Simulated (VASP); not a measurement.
# Ti19Al in VASP: single point with LDA

Aim: the single point of Ti19Al with LDA.

Everything below comes from runs of VASP 6.6.1. Logs are shortened: lines on timing, memory, paths and dates and some standing lists are left out, and cuts for length are marked.

## Step 1: The cell of the first run

The cell holds a slab with vacuum, 20 atoms: a = 5.724 Å, b = 5.724 Å, c = 21.080 Å, α = 90.00°, β = 90.00°, γ = 120.00°.

## Step 2: Single point, LDA

INCAR

```
SYSTEM = Ti19Al
ALGO     = Normal         ! electronic algorithm
DIPOL    = 0.5 0.5 0.500
EDIFF    = 1E-6           ! SCF threshold, eV
ENCUT    = 400            ! plane-wave cutoff, eV
GGA      = CA             ! functional
GGA_COMPAT= .False.      
IDIPOL   = 3            
ISIF     = 2              ! what is computed and relaxed
ISMEAR   = 1              ! smearing method
LASPH    = .True.         ! aspherical terms in the spheres
LCHARG   = .True.         ! write CHGCAR
LDIPOL   = .True.       
LELF     = .True.         ! ELF
LREAL    = .False.        ! projectors in reciprocal space
LVACPOTAV= .True.       
LVHAR    = .True.       
LWAVE    = .False.        ! write WAVECAR
NBANDS   = 132            ! bands
NELM     = 120            ! most SCF steps
NELMDL   = -8           
PREC     = Accurate       ! precision mode
SIGMA    = 0.1            ! smearing width, eV
```

KPOINTS

```
k-points
0
Gamma
  9 9 1
  0 0 0
```

POSCAR

```
Ti19Al
1.0
    5.7243871130      0.0000000000      0.0000000000
   -2.8621935565      4.9574646609      0.0000000000
    0.0000000000      0.0000000000     21.0800623550
Ti Al
19 1
Direct
    0.1666666667      0.3333333333      0.2922970034
    0.1717775775      0.8358887888      0.2893704606
    0.6641112112      0.3282224225      0.2893704606
    0.6641112112      0.8358887888      0.2893704606
    0.3340689782      0.1659310218      0.3914167133
    0.3340689782      0.6681379563      0.3914167133
    0.8318620437      0.1659310218      0.3914167133
    0.8333333333      0.6666666667      0.3874815087
    0.1666666667      0.3333333333      0.5052143166
    0.1696255284      0.8348127642      0.4988326054
    0.6651872358      0.3303744716      0.4988326054
    0.6651872358      0.8348127642      0.4988326054
    0.3316684626      0.1683315374      0.6106018335
    0.3316684626      0.6633369253      0.6106018335
    0.8366630747      0.1683315374      0.6106018335
    0.8333333333      0.6666666667      0.6022748971
    0.1528734109      0.8264367055      0.7067326356
    0.6735632945      0.3471265891      0.7067326356
    0.6735632945      0.8264367055      0.7067326356
    0.1666666667      0.3333333333      0.7218695297
```

Potentials or basis: VASP PAW LDA potentials, release 64 (Ti_sv, Al).

Run with:

```
> cat potpaw_LDA.64/Ti_sv/POTCAR potpaw_LDA.64/Al/POTCAR > POTCAR
> mpirun -np 1 vasp_std > vasp.out
```

OUTCAR:

```text
SYSTEM = Ti19Al
   EDIFF = 1E-6
   ENCUT = 400
   GGA = CA
   ISIF = 2
   ISMEAR = 1
   LASPH = .True.
   LREAL = .False.
   NELM = 120
   NELMDL = -8
   PREC = Accurate

 ion  position               nearest neighbor table
   1  0.167  0.333  0.292-   6 2.67   5 2.67   7 2.67   2 2.86   3 2.86   4 2.86   4 2.86   2 2.86
                             3 2.86
   2  0.172  0.836  0.289-   8 2.66   5 2.70   6 2.70   3 2.82   4 2.82   1 2.86   1 2.86   3 2.91
                             4 2.91
   3  0.664  0.328  0.289-   8 2.66   5 2.70   7 2.70   4 2.82   2 2.82   1 2.86   1 2.86   2 2.91
                             4 2.91
   4  0.664  0.836  0.289-   8 2.66   7 2.70   6 2.70   3 2.82   2 2.82   1 2.86   1 2.86   3 2.91
                             2 2.91
   5  0.334  0.166  0.391-   1 2.67   2 2.70   3 2.70  10 2.80  11 2.80   6 2.85   7 2.85   8 2.86
                             8 2.86   6 2.87   7 2.87   9 2.92
   6  0.334  0.668  0.391-   1 2.67   4 2.70   2 2.70  12 2.80  10 2.80   5 2.85   7 2.85   8 2.86
                             8 2.86   5 2.87   7 2.87   9 2.92
   7  0.832  0.166  0.391-   1 2.67   4 2.70   3 2.70  12 2.80  11 2.80   6 2.85   5 2.85   8 2.86
                             8 2.86   6 2.87   5 2.87   9 2.92
   8  0.833  0.667  0.387-   3 2.66   4 2.66   2 2.66   7 2.86   6 2.86   5 2.86   5 2.86   7 2.86
                             6 2.86  12 2.88  11 2.88  10 2.88
   9  0.167  0.333  0.505-  13 2.76  14 2.76  15 2.76  10 2.87  11 2.87  12 2.87  12 2.87  10 2.87
[... 6 lines left out ...]
                            14 2.88   8 2.88  11 2.89  10 2.89
  13  0.332  0.168  0.611-  17 2.64  18 2.64   9 2.76  14 2.83  15 2.83  20 2.86  16 2.87  16 2.87
                            10 2.88  11 2.88  14 2.89  15 2.89
  14  0.332  0.663  0.611-  17 2.64  19 2.64   9 2.76  13 2.83  15 2.83  20 2.86  16 2.87  16 2.87
                            10 2.88  12 2.88  13 2.89  15 2.89
  15  0.837  0.168  0.611-  19 2.64  18 2.64   9 2.76  14 2.83  13 2.83  20 2.86  16 2.87  16 2.87
                            11 2.88  12 2.88  14 2.89  13 2.89
  16  0.833  0.667  0.602-  18 2.71  19 2.71  17 2.71  12 2.74  11 2.74  10 2.74  15 2.87  13 2.87
                            13 2.87  15 2.87  14 2.87  14 2.87
  17  0.153  0.826  0.707-  13 2.64  14 2.64  16 2.71  18 2.74  19 2.74  20 2.88  20 2.88
  18  0.674  0.347  0.707-  13 2.64  15 2.64  16 2.71  17 2.74  19 2.74  20 2.88  20 2.88
  19  0.674  0.826  0.707-  15 2.64  14 2.64  16 2.71  18 2.74  17 2.74  20 2.88  20 2.88
  20  0.167  0.333  0.722-  13 2.86  14 2.86  15 2.86  17 2.88  18 2.88  19 2.88  19 2.88  17 2.88
                            18 2.88

  LATTYP: Found a hexagonal cell.
 ALAT       =     5.7243871130
 C/A-ratio  =     3.6825011899

  Lattice vectors:

 A1 = (   5.7243871130,   0.0000000000,   0.0000000000)
 A2 = (  -2.8621935565,   4.9574646609,   0.0000000000)
 A3 = (   0.0000000000,   0.0000000000,  21.0800623550)

Analysis of symmetry for initial positions (statically):
=====================================================================
 Subroutine PRICEL returns:
 Original cell was already a primitive cell.

 Routine SETGRP: Setting up the symmetry group for a
 hexagonal supercell.

 Subroutine GETGRP returns: Found  6 space group operations
 (whereof  2 operations were pure point group operations)
 out of a pool of 24 trial point group operations.

The static configuration has the point symmetry C_1h.
 The point group associated with its full space group is C_3v.

Analysis of symmetry for dynamics (positions and initial velocities):
=====================================================================
 Subroutine PRICEL returns:
 Original cell was already a primitive cell.

 Routine SETGRP: Setting up the symmetry group for a
 hexagonal supercell.

 Subroutine GETGRP returns: Found  6 space group operations
 (whereof  2 operations were pure point group operations)
 out of a pool of 24 trial point group operations.

The dynamic configuration has the point symmetry C_1h.
 The point group associated with its full space group is C_3v.

 Subroutine INISYM returns: Found  6 space group operations
 (whereof  2 operations are pure point group operations),
 and found     1 'primitive' translations

----------------------------------------------------------------------------------------

                                     Primitive cell

  volume of cell :     598.2194

  direct lattice vectors                    reciprocal lattice vectors
     5.724387113  0.000000000  0.000000000     0.174691191  0.100858006  0.000000000
    -2.862193556  4.957464661  0.000000000     0.000000000  0.201716012  0.000000000
     0.000000000  0.000000000 21.080062355     0.000000000  0.000000000  0.047438190
[... 69 lines left out ...]

 Subroutine IBZKPT returns following result:
 ===========================================

 Found     12 irreducible k-points:

 Following reciprocal coordinates:
            Coordinates               Weight
  0.000000  0.000000  0.000000      1.000000
  0.111111  0.000000  0.000000      6.000000
  0.222222 -0.000000  0.000000      6.000000
  0.333333 -0.000000  0.000000      6.000000
  0.444444 -0.000000  0.000000      6.000000
  0.111111  0.111111  0.000000      6.000000
  0.222222  0.111111  0.000000     12.000000
  0.333333  0.111111  0.000000     12.000000
  0.444444  0.111111  0.000000      6.000000
  0.222222  0.222222  0.000000      6.000000
  0.333333  0.222222  0.000000     12.000000
  0.333333  0.333333  0.000000      2.000000
   k-points           NKPTS =     12   k-points in BZ     NKDIM =     12   number of bands    NBANDS=    132
   number of dos      NEDOS =    301   number of ions     NIONS =     20
   total plane-waves  NPLWV = 224000
   dimension x,y,z NGX =    40 NGY =   40 NGZ =  140
   dimension x,y,z NGXF=    80 NGYF=   80 NGZF=  280
   ions per type =              19   1
   NGX,Y,Z   is equivalent  to a cutoff of  11.62, 11.62, 11.04 a.u.
   NGXF,Y,Z  is equivalent  to a cutoff of  23.23, 23.23, 22.08 a.u.
 SYSTEM =  Ti19Al
   PREC   = accura    normal or accurate (medium, high low for compatibility)
   ISTART =      0    job   : 0-new  1-cont  2-samecut
   ICHARG =      2    charge: 1-file 2-atom 10-const
   ISPIN  =      1    spin polarized calculation?
   LNONCOLLINEAR =      F non collinear calculations
   LSORBIT =      F    spin-orbit coupling
   LASPH  =      T    aspherical Exc in radial PAW
   ENCUT  =  400.0 eV  29.40 Ry    5.42 a.u.   9.34  9.34 34.38*2*pi/ulx,y,z
   NELM   =    120;   NELMIN=  2; NELMDL= -8     # of ELM steps
   EDIFF  = 0.1E-05   stopping-criterion for ELM
   LREAL  =      F    real-space projection
   EDIFFG = 0.1E-04   stopping-criterion for IOM
   NSW    =      0    number of steps for IOM
   IBRION =     -1    ionic relax: 0-MD 1-quasi-New 2-CG
   NFREE  =      0    steps in history (QN), initial steepest desc. (CG)
   ISIF   =      2    stress and relaxation
   ISYM   =      2    0-nonsym 1-usesym 2-fastsym
   POTIM  = 0.5000    time-step for ionic-motion
   TEBEG  =    0.0;   TEEND  =   0.0 temperature during run
   PSTRESS=    0.0 pullay stress
   NELECT =     231.0000    total number of electrons
   NUPDOWN=      -1.0000    fix difference up-down
   EMIN   =  10.00;   EMAX   =-10.00  energy-range for DOS
   EFERMI =   0.00;   METHOD = LEGACY
   ISMEAR =     1;   SIGMA  =   0.10  broadening in eV -4-tet -1-fermi 0-gaus
   EFERMI_NEDOS =   21; number of points for ismear=-14 and -15
   IALGO  =     38    algorithm
   IMIX   =      4    mixing-type and parameters
     AMIX     =   0.40;   BMIX     =  1.00
     AMIX_MAG =   1.60;   BMIX_MAG =  1.00
  volume/ion in A,a.u.               =      29.91       201.85
  Fermi-wavevector in a.u.,A,eV,Ry     =   1.192135  2.252808 19.336397  1.421185
  Thomas-Fermi vector in A             =   2.328180
   LORBIT       =      0    0 simple, 1 ext, 2 COOP (PROOUT), +10 PAW based schemes
   GGA     = CA    functional components
   LHFCALC =     F    Hartree Fock is set to
   AEXX    =    0.0000 exact exchange contribution
   IVDW    =     0    specifies the selected vdW correction
   LEPSILON=     F    determine dielectric tensor
   LRPA    =     F    only Hartree local field effects (RPA)
 non-spin polarized calculation
 Methfessel and Paxton  Order N= 1 SIGMA  =   0.10
  energy-cutoff  :      400.00
  volume of cell :      598.22
 maximum number of plane-waves:     10909
 NGX is ok and might be reduce to    40
   NGX = 19   NGY = 19   NGZ = 69

 dipolmoment           0.000000      0.000000      0.003362 electrons x Angstroem

 number of electron     230.9999991 magnetization

 dipolmoment           0.000000      0.000000     -0.008376 electrons x Angstroem

 Free energy of the ion-electron system (eV)
  ---------------------------------------------------
  ext. energy  EPLUGINS =         0.00000000
  ---------------------------------------------------
  free energy    TOTEN  =      -159.93960338 eV

  energy without entropy =     -159.93636830  energy(sigma->0) =     -159.93852502

 E-fermi :   2.7125     XC(G=0):  -7.4350

 val. band max:        2.7053077165   @ k =   0.2222  -0.0000   0.0000
 cond. band min:       2.7183002380   @ k =   0.3333   0.2222   0.0000
 fundamental gap:      0.0129925215
 Fermi energy:         2.7124630808

 k-point     1 :       0.0000    0.0000    0.0000
  band No.  band energies     occupation
      1     -53.3758      2.00000
      2     -53.2518      2.00000
      3     -53.2518      2.00000
      4     -53.2363      2.00000
      5     -53.2326      2.00000
      6     -53.1747      2.00000
[... 1549 lines left out ...]
    126       3.1485     -0.00000
    127       3.1653     -0.00000
 [bands above 127 left out]

------------------------ aborting loop because EDIFF is reached ----------------------------------------

  FORCE on cell =-STRESS in cart. coord.  units (eV):
  Direction    XX          YY          ZZ          XY          YZ          ZX
  --------------------------------------------------------------------------------------
  -------------------------------------------------------------------------------------
  Total       -6.2290732     -6.2290732     -1.7559778      0.0000000     -0.0000000      0.0000000
  in kB      -16.6829753    -16.6829753     -4.7029362      0.0000000     -0.0000000      0.0000000
  external PRESSURE =     -12.6896289 kB  Pullay stress =       0.0000000 kB

 VOLUME and BASIS-vectors are now :
 -----------------------------------------------------------------------------
  energy-cutoff  :      400.00
  volume of cell :      598.22
      direct lattice vectors                 reciprocal lattice vectors
     5.724387113  0.000000000  0.000000000     0.174691191  0.100858006  0.000000000
    -2.862193556  4.957464661  0.000000000     0.000000000  0.201716012  0.000000000
     0.000000000  0.000000000 21.080062355     0.000000000  0.000000000  0.047438190

 POSITION                                       TOTAL-FORCE (eV/Angst)
 -----------------------------------------------------------------------------------
      0.00000      1.65249      6.16164         0.000000      0.000000     -0.018586
     -1.40915      4.14389      6.09995         0.005282      0.003049     -0.015489
      2.86219      1.62715      6.09995         0.000000     -0.006099     -0.015489
      1.40915      4.14389      6.09995        -0.005282      0.003049     -0.015489
      1.43741      0.82260      8.25109        -0.001959      0.001131      0.017786
      0.00000      3.31227      8.25109         0.000000     -0.002262      0.017786
[... 12 lines left out ...]
      1.49032      4.09703     14.89797        -0.001516      0.000875      0.015507
      0.00000      1.65249     15.21705         0.000000      0.000000      0.009452
 -----------------------------------------------------------------------------------
    total drift:                                0.000011     -0.000004     -0.006640

  FREE ENERGIE OF THE ION-ELECTRON SYSTEM (eV)
  ---------------------------------------------------
  free  energy   TOTEN  =      -159.9396033800 eV

  energy  without entropy=     -159.9363682970  energy(sigma->0) =     -159.93852502

 vacuum level on the upper side and lower side of the slab         7.338         7.391
```

Wall time 66 min (1 thread of Intel Xeon Platinum 8488C (Sapphire Rapids), shared host); peak memory 0.65 GiB.

What came out:

```yaml
Free_energy: -159.9396 eV
Largest_force: 0.019 eV/Å
Band_gap_on_the_k_mesh: zero (an odd number of electrons rules out a gap without spin polarisation)
```

Forces in eV/Å, atoms in the order of the input:
```
Ti   0.000  0.000 -0.019
Ti   0.005  0.003 -0.015
Ti   0.000 -0.006 -0.015
Ti  -0.005  0.003 -0.015
Ti  -0.002  0.001  0.018
Ti   0.000 -0.002  0.018
Ti   0.002  0.001  0.018
Ti   0.000  0.000  0.015
Ti   0.000  0.000 -0.012
Ti  -0.002 -0.001 -0.002
Ti   0.000  0.002 -0.002
Ti   0.002 -0.001 -0.002
Ti   0.003 -0.002 -0.012
Ti   0.000  0.003 -0.012
Ti  -0.003 -0.002 -0.012
Ti   0.000  0.000 -0.008
Ti   0.002  0.001  0.016
Ti   0.000 -0.002  0.016
Ti  -0.002  0.001  0.016
Al   0.000  0.000  0.009
```
